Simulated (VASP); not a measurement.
Runs of VASP 6.6.1 on AlGa2P3. The structure is that of space group I-4m2 (No. 119), or close to it. The cells are those of the table. 

```csv
task,cell,cutoff (eV),gap on the mesh (eV),pressure (GPa),largest force (eV/Å)
single point,"a = 8.432 Å, angles 154.1, 154.1, 36.9°, 6 atoms",520,(b),(a),-
single point,"a = 8.338 Å, angles 154.1, 154.1, 36.9°, 6 atoms",520,1.39,13.2,-
relaxation of shape and atoms at fixed volume,"relaxed from a = 8.791 Å, angles 154.1, 154.1, 36.9°, 6 atoms",600,1.64,-2.2,0.01
relaxation of shape and atoms at fixed volume,"relaxed from a = 8.985 Å, angles 154.1, 154.1, 36.9°, 6 atoms",600,(c),-6.1,0.01
single point,"a = 8.525 Å, angles 154.1, 154.1, 36.9°, 6 atoms",520,1.55,5.5,-
single point,"a = 8.614 Å, angles 154.1, 154.1, 36.9°, 6 atoms",520,1.61,2.5,-
```

Alike in all rows: level PBE; potentials or basis VASP PAW PBE potentials, release 64 (Al, Ga_d, P); no spin polarisation; k mesh 10 × 10 × 10; smearing gaussian 0.02 eV.

Task: Fill in the values left out.

Result: (a) 9.0; (b) 1.47; (c) 1.21.

Caveats: the cell stands under pressure (at least some runs).

A k mesh can miss the band edges, and the runs leave out spin-orbit coupling on Ga.
